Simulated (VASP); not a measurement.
TiAl:

```
Ti Al
1.0
     3.17906    0.00000    0.00000
     0.00000    3.17906    0.00000
     0.00000    0.00000    3.17906
Ti Al
1 1
Direct
  0.00000 0.00000 0.00000
  0.50000 0.50000 0.50000
```

* Program: VASP 6.6.1
* Task: relaxation of cell and atoms
* Functional: PBEsol
* Dispersion: D3(BJ)
* Potentials or basis: VASP PAW PBE potentials, release 64 (Ti_sv, Al)
* Cutoff: 600 eV
* k mesh: 8 × 8 × 8
* Occupations: fermi-dirac, width 0.05 eV
* Spin: no spin polarisation

At the start: pressure -7.1 GPa; volume 16.06 Å³/atom.

**Question.** How do energy, volume and symmetry change on relaxing?

**Answer.** Over 3 steps the energy falls by 22.9 meV/atom and the volume is 15.09 Å³/atom (-6.1 %); space group Pm-3m (No. 221, to 0.05 Å).

Step by step:
| step | energy change (eV) | largest force (eV/Å) | pressure (GPa) | volume (Å³) |
| --- | --- | --- | --- | --- |
| 1 | 0.0000 | 0.0000 | -7.12 | 32.13 |
| 2 | -0.0234 | 0.0000 | 5.90 | 28.92 |
| 3 | -0.0457 | 0.0000 | -0.02 | 30.18 |

Final structure:
```cif
data_structure
_symmetry_space_group_name_H-M 'P 1'
_symmetry_Int_Tables_number 1
_cell_length_a 3.1135
_cell_length_b 3.1135
_cell_length_c 3.1135
_cell_angle_alpha 90.000
_cell_angle_beta 90.000
_cell_angle_gamma 90.000
_cell_volume 30.18
loop_
_atom_site_label
_atom_site_type_symbol
_atom_site_fract_x
_atom_site_fract_y
_atom_site_fract_z
_atom_site_occupancy
Ti1 Ti 0.00000 0.00000 0.00000 1
Al1 Al 0.50000 0.50000 0.50000 1
```

Caveat: the PAW data sets were made with another functional, which shifts forces and pressure a little; pairwise dispersion overbinds metals, which lowers pressure and volume.
